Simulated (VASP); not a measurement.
Ce: electric field gradients with r2SCAN

The system is Ce.

```
Ce
1.0
    -1.88500    1.94330    1.94330
     1.94330   -1.88500    1.94330
     1.94330    1.94330   -1.88500
Ce
1
Direct
  0.00000 0.00000 0.00000
```

This cell differs from its parent crystal: equal xy, yz and zx shear strains of +3 %.

```yaml
Program: VASP 6.6.1
Task: electric field gradients
Functional: r2SCAN
Potentials_or_basis: VASP PAW PBE potentials, release 64 (Ce)
Cutoff: 520 eV
k_mesh: 13 × 13 × 13
Occupations: fermi-dirac, width 0.08 eV
Spin: collinear spin, ferromagnetic start
Starting_moments: "[1.0] μB"
Dipole_correction: no
Further_INCAR_settings: ALGO = Normal; EDIFF = 1e-08; NBANDS = 16
```

| Quantity | Value |
| --- | --- |
| Pressure | -2.6 GPa |
| Band gap on the k mesh | zero (filled and empty bands overlap) |
| Net moment | 0.00 μB per cell |
| Largest electric field gradient by atom | Ce -51.0 V/Å² |
| Valence electrons inside the program's atomic spheres | Ce 9.85 |

Stress tensor (GPa, compression positive):
```
-2.60 -0.45 -0.45
-0.45 -2.60 -0.45
-0.45 -0.45 -2.60
```

Levels at points of the mesh, in eV from the Fermi level:
Spin up:
| k point | band 3 | band 4 | band 5 | band 6 | band 7 | band 8 | band 9 | band 10 |
| --- | --- | --- | --- | --- | --- | --- | --- | --- |
| (0.00, 0.00, 0.00) | -17.01 | -17.01 | -3.13 | 0.12 | 0.12 | 0.12 | 1.01 | 1.03 |
Spin down:
```csv
k point,band 2,band 3,band 4,band 5,band 6,band 7,band 8,band 9,band 10,band 11
"(0.00, 0.00, 0.00)",-17.15,-17.01,-17.01,-3.13,0.12,0.12,0.12,1.01,1.03,1.03
```

Electric field gradients, principal values (V/Å²):
```
atom   least  middle  greatest (by size)
1 Ce  25.495  25.495             -50.990
```

Run time: 18 min on 1 thread of Intel(R) Xeon(R) 6975P-C (Granite Rapids), on a shared host, peak memory 0.34 GiB.

Caveat: the cell differs from its parent crystal (equal xy, yz and zx shear strains of +3 %); the magnetic or orbital state may not be the lowest; the moments typed at the start vanished in this run; without QUAD_EFG the Cq values of the log hold for a quadrupole moment of 1 mb, not for the nuclei; the PAW data sets were made with another functional, which shifts forces and pressure a little; spin-orbit coupling is left out, which moves the levels of the heavy elements; semilocal functionals describe open f shells poorly, which spoils levels, moments and volumes. The state reached can hang on the start; a lower one may exist.
